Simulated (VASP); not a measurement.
# Cd7S6 (a cell with a defect) in VASP: further runs, part 2 of 2

VASP 6.6.1. The steps go on from the part before.

### Step 3. Single point, PBE

INCAR

```
PREC = Accurate
ENCUT = 520
EDIFF = 1E-7
ISMEAR = 0
SIGMA = 0.02
LREAL = False
LASPH = True
NELM = 80
ALGO = Normal
ISIF = 2
LWAVE = False
LCHARG = True
GGA = PE
LELF = True
LVHAR = True
NBANDS = 72
```

KPOINTS

```
regular mesh
0
Gamma
  2 2 2
```

POSCAR

```
Cd7S6
1.0
    0.0000000000      0.0000000000      6.8307328177
   -6.2959774510     -3.6349842762      0.0000000000
    6.2959774511     -3.6349842761      0.0000000000
Cd S
7 6
Direct
    0.5033921091      0.3166302935      0.3166420470
    0.5034617942      1.0000007633      0.6833724056
    0.5034424698      0.6833712603      0.0000127137
   -0.0049144068      0.3485612003      1.0000025423
   -0.0049170420      1.0000045567      0.3485382781
   -0.0049351952      0.6514204545      0.6514107657
    0.2049282321     -0.0000172917     -0.0000250744
    0.8735500508      0.3288956756      0.3288859868
    0.8736078777      0.9999992577      0.6710811483
    0.8735920668      0.6710900211     -0.0000164168
    0.3804124783      0.3596261150      0.9999973729
    0.3804107216      0.9999925582      0.3596367069
    0.3803952035      0.6403849180      0.6403906360
```

Potentials or basis: VASP PAW PBE potentials, release 64 (Cd, S).

On the command line:

```sh
$ cat potpaw_PBE.64/Cd/POTCAR potpaw_PBE.64/S/POTCAR > POTCAR
$ mpirun -np 1 vasp_std > vasp.out
```

OUTCAR:

```text
PREC = Accurate
   ENCUT = 520
   EDIFF = 1E-7
   ISMEAR = 0
   LREAL = False
   LASPH = True
   NELM = 80
   ISIF = 2
   GGA = PE

 ion  position               nearest neighbor table
   1  0.503  0.317  0.317-  13 2.50   8 2.53  12 2.61  11 2.61   7 3.08
   2  0.503  0.000  0.683-  12 2.50   9 2.53  11 2.61  13 2.61   7 3.08
   3  0.503  0.683  0.000-  11 2.50  10 2.53  12 2.61  13 2.61   7 3.08
   4  0.995  0.349  0.000-  10 2.49   8 2.60   9 2.60  11 2.63   7 2.91
   5  0.995  0.000  0.349-   9 2.49   8 2.60  10 2.60  12 2.63   7 2.91
   6  0.995  0.651  0.651-   8 2.49  10 2.60   9 2.60  13 2.63   7 2.91
   7  0.205  1.000  1.000-  13 2.88  11 2.88  12 2.88   5 2.91   4 2.91   6 2.91   1 3.08   2 3.08
                             3 3.08
   8  0.874  0.329  0.329-   6 2.49   1 2.53   5 2.60   4 2.60
   9  0.874  1.000  0.671-   5 2.49   2 2.53   6 2.60   4 2.60
  10  0.874  0.671  1.000-   4 2.49   3 2.53   6 2.60   5 2.60
  11  0.380  0.360  1.000-   3 2.50   1 2.61   2 2.61   4 2.63   7 2.88
  12  0.380  1.000  0.360-   2 2.50   1 2.61   3 2.61   5 2.63   7 2.88
  13  0.380  0.640  0.640-   1 2.50   3 2.61   2 2.61   6 2.63   7 2.88

[... 798 lines left out ...]

  FORCE on cell =-STRESS in cart. coord.  units (eV):
  Direction    XX          YY          ZZ          XY          YZ          ZX
  --------------------------------------------------------------------------------------
  -------------------------------------------------------------------------------------
  Total        9.3256401      9.3265049      7.7941650      0.0001203      0.0000862     -0.0002931
  in kB       47.7888127     47.7932443     39.9408390      0.0006167      0.0004416     -0.0015018
  external PRESSURE =      45.1742987 kB  Pullay stress =       0.0000000 kB

 VOLUME and BASIS-vectors are now :
 -----------------------------------------------------------------------------
  energy-cutoff  :      520.00
  volume of cell :      312.65
      direct lattice vectors                 reciprocal lattice vectors
     0.000000000  0.000000000  6.830732818     0.000000000  0.000000000  0.146397177
    -6.295977451 -3.634984276  0.000000000    -0.079415786 -0.137552177  0.000000000
     6.295977451 -3.634984276  0.000000000     0.079415786 -0.137552177  0.000000000

 POSITION                                       TOTAL-FORCE (eV/Angst)
 -----------------------------------------------------------------------------------
      0.00007     -2.30194      3.43854        -0.000068      0.003022     -0.000020
      4.30249     -2.48405      3.43901         0.002536     -0.001517     -0.000386
     -4.30241     -2.48409      3.43888        -0.002596     -0.001500     -0.000270
     -2.19452     -1.26702      6.79716        -0.007623     -0.004363      0.000738
      2.19436     -1.26695      6.79715         0.007671     -0.004426      0.000777
     -0.00006     -4.73577      6.79702         0.000008      0.008703      0.000715
     -0.00005     -7.26981      1.39981         0.000044     -0.000210      0.000747
     -0.00006     -2.39103      5.96699        -0.000032      0.012669      0.002168
     -2.07086     -6.07435      5.96738         0.011190     -0.006343      0.001937
      2.07071     -6.07433      5.96727        -0.011041     -0.006339      0.001984
      4.03176     -4.94221      2.59850        -0.002072     -0.001257     -0.002868
     -4.03167     -4.94223      2.59848         0.002035     -0.001231     -0.002915
      0.00004     -4.65560      2.59838        -0.000053      0.002792     -0.002607
 -----------------------------------------------------------------------------------
    total drift:                                0.000011      0.000003      0.000809

  FREE ENERGIE OF THE ION-ELECTRON SYSTEM (eV)
  ---------------------------------------------------
  free  energy   TOTEN  =       -35.3354422099 eV

  energy  without entropy=      -35.3354422099  energy(sigma->0) =      -35.33544221
```

Run time: 9.5 min. Hardware: 1 thread of Intel Xeon 8259CL, shared host; peak memory 0.44 GiB.

What came out:

```
Free energy            : -35.3354 eV
Pressure               : 4.5 GPa
Largest force          : 0.013 eV/Å
Band gap on the k mesh : 0.48 eV
```

Forces in eV/Å, atoms in the order of the input:
```
Cd   0.000  0.003  0.000
Cd   0.003 -0.002  0.000
Cd  -0.003 -0.002  0.000
Cd  -0.008 -0.004  0.001
Cd   0.008 -0.004  0.001
Cd   0.000  0.009  0.001
Cd   0.000  0.000  0.001
S    0.000  0.013  0.002
S    0.011 -0.006  0.002
S   -0.011 -0.006  0.002
S   -0.002 -0.001 -0.003
S    0.002 -0.001 -0.003
S    0.000  0.003 -0.003
```

Levels at points of the mesh, in eV from the valence-band top:
| k point | band 56 | band 57 | band 58 | band 59 | band 60 | band 61 | band 62 | band 63 | band 64 | band 65 |
| --- | --- | --- | --- | --- | --- | --- | --- | --- | --- | --- |
| (0.00, 0.00, 0.00) | -2.33 | -1.76 | -1.72 | -1.72 | -1.37 | 0.48 | 1.25 | 2.80 | 2.80 | 3.01 |
| (0.50, 0.00, 0.00) | -2.12 | -2.12 | -1.96 | -1.96 | -0.09 | 0.68 | 1.95 | 1.95 | 2.15 | 2.52 |
| (0.00, 0.50, 0.00) | -2.37 | -2.31 | -2.24 | -2.19 | 0.00 | 1.17 | 1.45 | 1.87 | 2.04 | 2.45 |
| (0.00, 0.00, 0.50) | -2.37 | -2.31 | -2.24 | -2.19 | 0.00 | 1.17 | 1.45 | 1.87 | 2.04 | 2.45 |
| (0.00, 0.50, 0.50) | -2.37 | -2.31 | -2.24 | -2.19 | 0.00 | 1.17 | 1.45 | 1.87 | 2.04 | 2.45 |
| (0.50, 0.50, 0.00) | -2.88 | -2.84 | -2.80 | -2.52 | -0.27 | 1.28 | 1.70 | 1.92 | 2.01 | 2.20 |
| (0.50, 0.00, 0.50) | -2.88 | -2.84 | -2.80 | -2.52 | -0.27 | 1.28 | 1.70 | 1.92 | 2.01 | 2.20 |
| (0.50, 0.50, 0.50) | -2.88 | -2.84 | -2.80 | -2.52 | -0.27 | 1.28 | 1.70 | 1.92 | 2.01 | 2.20 |

Caveat: the k points lie up to 0.50 Å⁻¹ apart; semilocal functionals underestimate gaps, and a narrow one can read as zero.

### Step 4. Single point, PBE

INCAR

```
SYSTEM = Cd7S6
ALGO = Normal
EDIFF = 1E-7
ENCUT = 520
GGA = PE
ISIF = 2
ISMEAR = 0
LASPH = .TRUE.
LCHARG = .TRUE.
LELF = .TRUE.
LREAL = .FALSE.
LVHAR = .TRUE.
LWAVE = .FALSE.
NBANDS = 72
NELM = 80
PREC = Accurate
SIGMA = 0.02
```

KPOINTS

```
k-points
0
G
  2 2 2
  0 0 0
```

POSCAR

```
Cd7S6
1.0
    0.0000000000      0.0000000000      6.8307328177
   -6.2959774510     -3.6349842762      0.0000000000
    6.2959774511     -3.6349842761      0.0000000000
Cd S
7 6
Direct
    0.4978559535      0.3274448459      0.3274443694
    0.4978629806      1.0000002014      0.6725495369
    0.4978603454      0.6725564566     -0.0000005900
    0.0043111041      0.3604291078      0.9999990604
    0.0042988067      0.9999972908      0.3604198731
    0.0043065657      0.6395628185      0.6395626596
    0.1169037088     -0.0000046327     -0.0000093976
    0.8682883899      0.3326190257      0.3326152137
    0.8682945386      0.9999945447      0.6673705770
    0.8682924890      0.6673712160     -0.0000101449
    0.3836100855      0.3447782818      0.9999972739
    0.3836023264      0.9999996195      0.3447753860
    0.3836058399      0.6552232246      0.6552206833
```

On the command line:

```sh
$ cat potpaw_PBE.64/Cd/POTCAR potpaw_PBE.64/S/POTCAR > POTCAR
$ mpirun -np 1 vasp_std > vasp.out
```

Run time: 7.8 min. Hardware: 1 thread of Intel Xeon 8259CL, shared host; peak memory 0.43 GiB.

The run converged. Its results:

- Free energy: -34.9275 eV
- Pressure: 5.5 GPa
- Largest force: 0.922 eV/Å
- Band gap on the k mesh: 0.43 eV

Forces in eV/Å, atoms in the order of the input:
```
Cd   0.000  0.085 -0.015
Cd   0.074 -0.043 -0.015
Cd  -0.074 -0.043 -0.015
Cd   0.005  0.003 -0.174
Cd  -0.005  0.003 -0.173
Cd   0.000 -0.005 -0.174
Cd   0.000  0.000  0.922
S    0.000  0.172 -0.032
S    0.149 -0.086 -0.032
S   -0.149 -0.086 -0.032
S   -0.066 -0.038 -0.086
S    0.066 -0.038 -0.086
S    0.000  0.077 -0.086
```

Stress tensor (GPa, compression positive):
```
5.93 0.00 0.00
0.00 5.93 0.00
0.00 0.00 4.76
```

Levels at points of the mesh, in eV from the valence-band top:
| k point | band 58 | band 59 | band 60 | band 61 | band 62 | band 63 |
| --- | --- | --- | --- | --- | --- | --- |
| (0.00, 0.00, 0.00) | -1.98 | -1.98 | -1.59 | 0.46 | 1.02 | 2.39 |
| (0.50, 0.00, 0.00) | -2.22 | -2.22 | 0.00 | 0.43 | 1.58 | 1.58 |
| (0.00, 0.50, 0.00) | -2.53 | -2.39 | -0.02 | 0.94 | 1.20 | 1.69 |
| (0.00, 0.00, 0.50) | -2.53 | -2.39 | -0.02 | 0.94 | 1.20 | 1.69 |
| (0.00, 0.50, 0.50) | -2.53 | -2.39 | -0.02 | 0.94 | 1.20 | 1.69 |
| (0.50, 0.50, 0.00) | -2.96 | -2.93 | -0.32 | 1.03 | 1.58 | 1.60 |
| (0.50, 0.00, 0.50) | -2.96 | -2.93 | -0.32 | 1.03 | 1.58 | 1.60 |
| (0.50, 0.50, 0.50) | -2.96 | -2.93 | -0.32 | 1.03 | 1.58 | 1.60 |

Caveat: the k points lie up to 0.50 Å⁻¹ apart; semilocal functionals underestimate gaps, and a narrow one can read as zero.

### Step 5. Single point, PBE

INCAR

```
SYSTEM = Cd7S6
ALGO     = Normal         ! electronic algorithm
EDIFF    = 1E-6           ! SCF threshold, eV
ENCUT    = 520            ! plane-wave cutoff, eV
GGA      = PE             ! functional
ISIF     = 2              ! what is computed and relaxed
ISMEAR   = 0              ! smearing method
LASPH    = .True.         ! aspherical terms in the spheres
LCHARG   = .True.         ! write CHGCAR
LELF     = .True.         ! ELF
LREAL    = .False.        ! projectors in reciprocal space
LVHAR    = .True.       
LWAVE    = .False.        ! write WAVECAR
NBANDS   = 72             ! bands
NELM     = 100            ! most SCF steps
PREC     = Accurate       ! precision mode
SIGMA    = 0.02           ! smearing width, eV
```

KPOINTS

```
k-points
0
Gamma
  2 2 2
  0 0 0
```

POSCAR

```
Cd7S6
1.0
    0.0000000000      0.0000000000      6.8307328177
   -6.2959774510     -3.6349842762      0.0000000000
    6.2959774511     -3.6349842761      0.0000000000
Cd S
7 6
Direct
    0.4939190406      0.3329654812      0.3329653224
    0.4939241645      1.0000007892      0.6670289803
    0.4939218222      0.6670382498      0.0000001239
    0.0157480907      0.3624843833      1.0000023908
    0.0157316942      0.9999967755      0.3624701910
    0.0157436988      0.6375096394      0.6375126572
    0.0240625720     -0.0000029650     -0.0000110654
    0.8619313853      0.3430684150      0.3430641266
    0.8619356308      0.9999945798      0.6569223536
    0.8619341668      0.6569237074     -0.0000108246
    0.3856409071      0.3369930641      0.9999981388
    0.3856299273      1.0000007652      0.3369893373
    0.3856363688      0.6630104291      0.6630074113
```

On the command line:

```sh
$ cat potpaw_PBE.64/Cd/POTCAR potpaw_PBE.64/S/POTCAR > POTCAR
$ mpirun -np 1 vasp_std > vasp.out
```

Wall time 7.3 min (1 thread of Intel Xeon 8259CL, shared host); peak memory 0.44 GiB.

It converged, with:

| Property | Result |
| --- | --- |
| Free energy | -34.2814 eV |
| Pressure | 6.9 GPa |
| Largest force | 0.709 eV/Å |
| Band gap on the k mesh | 0.36 eV |

Forces on the atoms (eV/Å):
```
Cd   0.000  0.051 -0.018
Cd   0.044 -0.026 -0.018
Cd  -0.044 -0.026 -0.018
Cd  -0.124 -0.071 -0.067
Cd   0.124 -0.072 -0.066
Cd   0.000  0.143 -0.066
Cd   0.000  0.000  0.709
S    0.000  0.166 -0.092
S    0.144 -0.083 -0.092
S   -0.144 -0.083 -0.092
S   -0.044 -0.025 -0.060
S    0.044 -0.025 -0.060
S    0.000  0.051 -0.060
```

Stress tensor (GPa, compression positive):
```
7.54 0.00 0.00
0.00 7.54 0.00
0.00 0.00 5.57
```

Levels at points of the mesh, in eV from the valence-band top:
| k point | band 56 | band 57 | band 58 | band 59 | band 60 | band 61 | band 62 | band 63 | band 64 | band 65 |
| --- | --- | --- | --- | --- | --- | --- | --- | --- | --- | --- |
| (0.00, 0.00, 0.00) | -2.68 | -2.15 | -2.03 | -2.03 | -1.63 | 0.36 | 1.11 | 2.27 | 2.31 | 2.31 |
| (0.50, 0.00, 0.00) | -2.45 | -2.45 | -2.28 | -2.28 | -0.17 | 0.48 | 1.62 | 1.62 | 2.02 | 2.17 |
| (0.00, 0.50, 0.00) | -2.76 | -2.73 | -2.62 | -2.50 | 0.00 | 0.82 | 1.06 | 1.70 | 1.97 | 2.16 |
| (0.00, 0.00, 0.50) | -2.76 | -2.73 | -2.62 | -2.50 | 0.00 | 0.82 | 1.06 | 1.70 | 1.97 | 2.16 |
| (0.00, 0.50, 0.50) | -2.76 | -2.73 | -2.62 | -2.50 | 0.00 | 0.82 | 1.06 | 1.70 | 1.97 | 2.16 |
| (0.50, 0.50, 0.00) | -3.21 | -3.16 | -3.10 | -2.94 | -0.23 | 0.92 | 1.39 | 1.40 | 1.79 | 2.16 |
| (0.50, 0.00, 0.50) | -3.21 | -3.16 | -3.10 | -2.94 | -0.23 | 0.92 | 1.39 | 1.40 | 1.79 | 2.16 |
| (0.50, 0.50, 0.50) | -3.21 | -3.16 | -3.10 | -2.94 | -0.23 | 0.92 | 1.39 | 1.40 | 1.79 | 2.16 |

Caveat: the k points lie up to 0.50 Å⁻¹ apart; semilocal functionals underestimate gaps, and a narrow one can read as zero.

### Step 6. Summary

| cell | gap on the mesh (eV) | pressure (GPa) | largest force (eV/Å) |
| --- | --- | --- | --- |
| as given, atomic positions A | 0.48 | 4.5 | 0.01 |
| as given, atomic positions B | 0.43 | 5.5 | 0.92 |
| as given, atomic positions C | 0.36 | 6.9 | 0.71 |

Alike in all rows: task single point; level PBE; potentials or basis VASP PAW PBE potentials, release 64 (Cd, S); no spin polarisation; k mesh 2 × 2 × 2; cutoff (eV) 520; smearing gaussian 0.02 eV.

Caveats: all runs use coarse meshes; semilocal functionals underestimate gaps, and a narrow one can read as zero.

Total energies depend on the potentials used, so only differences within one code and one set of settings carry meaning.
